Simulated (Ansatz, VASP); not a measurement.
# One calculation of Fe2Rh, two programs

Contents of POSCAR:

```
Fe2Rh
1.0
    0.0000000000      3.2681299440      3.2681299440
    3.2681299440      0.0000000000      3.2681299440
    3.2681299440      3.2681299440      0.0000000000
Fe Rh
4 2
Direct
    0.6250000000      0.6250000000      0.6250000000
    0.1250000000      0.6250000000      0.6250000000
    0.6250000000      0.6250000000      0.1250000000
    0.6250000000      0.1250000000      0.6250000000
    0.0000000000      0.0000000000      0.0000000000
    0.2500000000      0.2500000000      0.2500000000
```

File INCAR.step1:

```
PREC = Accurate
ENCUT = 520
ISMEAR = 0
SIGMA = 0.1
LREAL = False
LASPH = True
NELM = 150
ISPIN = 2
MAGMOM = 4 4 4 4 0 0
LMAXMIX = 4
NBANDS = 44
GGA = PE
ALGO = Normal
EDIFF = 1E-4
LWAVE = True
LCHARG = False
```

Contents of INCAR.step2:

```
PREC = Accurate
ENCUT = 520
EDIFF = 1E-6
ISMEAR = 0
SIGMA = 0.1
LREAL = False
LASPH = True
NELM = 150
ALGO = Normal
ISIF = 2
LWAVE = False
LCHARG = False
ISPIN = 2
MAGMOM = 4 4 4 4 0 0
LORBIT = 11
LMAXMIX = 4
METAGGA = R2SCAN
LMIXTAU = True
NBANDS = 44
ISTART = 1
```

The input KPOINTS:

```
Automatic mesh
0
Gamma
  6 6 6
```

Input for Ansatz:

```yaml
crystal:
  lattice:
    - [0.0, 3.268129944, 3.268129944]
    - [3.268129944, 0.0, 3.268129944]
    - [3.268129944, 3.268129944, 0.0]
  atoms:
    - { symbol: Fe, position: [0.625, 0.625, 0.625], spin: 4.0 }
    - { symbol: Fe, position: [0.125, 0.625, 0.625], spin: 4.0 }
    - { symbol: Fe, position: [0.625, 0.625, 0.125], spin: 4.0 }
    - { symbol: Fe, position: [0.625, 0.125, 0.625], spin: 4.0 }
    - { symbol: Rh, position: [0.0, 0.0, 0.0] }
    - { symbol: Rh, position: [0.25, 0.25, 0.25] }
basis:
  ecutwfc: 500
kpoints:
  mp_grid: { grid: [6, 6, 6] }
hamiltonian:
  xc: r2scan
scf:
  occupations: { method: gaussian, width: 0.1 }
  lower_state_search: "off"
output:
  forces: true
  stress: true
  eigenvalues: true
  populations: true
magnetization:
  spin_polarized: true
```

Alike in both runs: task single point; functional r2SCAN; k mesh 6 × 6 × 6; occupations gaussian, width 0.1 eV; collinear spin.

|  | VASP | Ansatz |
| --- | --- | --- |
| version | VASP 6.6.1 | Ansatz 0.2.0 |
| potentials or method | VASP PAW PBE potentials, release 64 (Fe, Rh_pv), cutoff 520 eV | scalar-relativistic, plane waves, PAW |
| valence electrons in the cell | 62 | 98 |

```csv
,VASP,Ansatz,Ansatz less VASP
gap on the k mesh at the Fermi level (eV),none,none,-
pressure (GPa),22.4,21.8,-0.50
net moment per atom (μB),2.09,2.09,-0.005
size of the moment on the site where the two differ most (μB),2.76,2.80,+0.041
```

VASP's potentials were made for PBE, not for r2SCAN. Site moments also hang on the region over which each program counts them. A gap of «none» marks a metal or a gap that the smearing closes. VASP's potentials hold 62 valence electrons a cell and Ansatz's 98, so a difference there can come from the potentials and not from the codes. Ansatz's warnings: stability check not made.
